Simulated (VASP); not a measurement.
A run of VASP 6.6.1:

INCAR

```
ALGO = All ; EDIFF = 1E-6
ENCUT = 590 ; GGA = PS
GGA_COMPAT = F ; ISEARCH = 1
ISIF = 2 ; ISMEAR = -1
KPAR = 4 ; LASPH = T
LCHARG = F ; LREAL = F
LWAVE = F ; NBANDS = 63
NELM = 300 ; PREC = Accurate
SIGMA = 0.05
```

Contents of KPOINTS:

```
k-points
0
Gamma
  4 4 5
```

Contents of POSCAR:

```
Nb3Sn
1.0
    5.2821000000      0.0000000000      0.0000000000
    0.0000000000      5.2821000000      0.0000000000
    0.0000000000      0.0000000000      5.0708160000
Sn Nb
2 6
Direct
    0.5000000000      0.5000000000      0.5000000000
    0.0000000000      0.0000000000      0.0000000000
    0.0000000000      0.5000000000      0.2500000000
    0.0000000000      0.5000000000      0.7500000000
    0.5000000000      0.2420482977      0.0000000000
    0.7420482977      0.0000000000      0.5000000000
    0.5000000000      0.7579517023      0.0000000000
    0.2579517023      0.0000000000      0.5000000000
```

Potentials or basis: VASP PAW PBE potentials, release 64 (Sn_d, Nb_sv).

Command:

```bash
$ cat potpaw_PBE.64/Sn_d/POTCAR potpaw_PBE.64/Nb_sv/POTCAR > POTCAR
$ mpirun -np 4 vasp_std > vasp.out
```

Hardware: 4 MPI ranks on Intel(R) Xeon(R) Platinum 8259CL CPU @ 2.50GHz (Skylake/Cascade Lake), on a shared host.

Task: Estimate the wall time of this run.

Result: Run time: 2.2 min on 4 MPI ranks on Intel(R) Xeon(R) Platinum 8259CL CPU @ 2.50GHz (Skylake/Cascade Lake), on a shared host, peak memory 0.49 GiB a rank. Counts: scf iterations 39, k points 18.
